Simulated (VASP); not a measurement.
Ru:

```
Ru
1.0
    -1.46157    1.46157    1.46157
     1.46157   -1.46157    1.46157
     1.46157    1.46157   -1.46157
Ru
1
Direct
  0.00000 0.00000 0.00000
```

```yaml
Program: VASP 6.6.1
Task: relaxation of cell and atoms
Functional: PBEsol
Potentials_or_basis: VASP PAW PBE potentials, release 64 (Ru_pv)
Cutoff: 600 eV
k_mesh: 10 × 10 × 10
Occupations: gaussian, width 0.1 eV
Spin: no spin polarisation
```

At the start: pressure 37.8 GPa; volume 12.49 Å³/atom.

**Question.** Where does the relaxation end?

**Answer.** Over 4 steps the energy falls by 135.0 meV/atom and the volume is 13.76 Å³/atom (+10.2 %); space group Im-3m (No. 229, to 0.05 Å).

The path:
```
step  energy change (eV)  largest force (eV/Å)  pressure (GPa)  volume (Å³)
   1              0.0000                0.0000           37.84        12.49
   2              0.7929                0.0000          -44.95        18.62
   3             -0.1327                0.0000           -4.05        13.92
   4             -0.1350                0.0000           -0.49        13.76
```

Final structure:
```
Ru
1.0
    -1.50975    1.50975    1.50975
     1.50975   -1.50975    1.50975
     1.50975    1.50975   -1.50975
Ru
1
Direct
  0.00000 0.00000 0.00000
```

Caveat: the PAW data sets were made with another functional, which shifts forces and pressure a little.
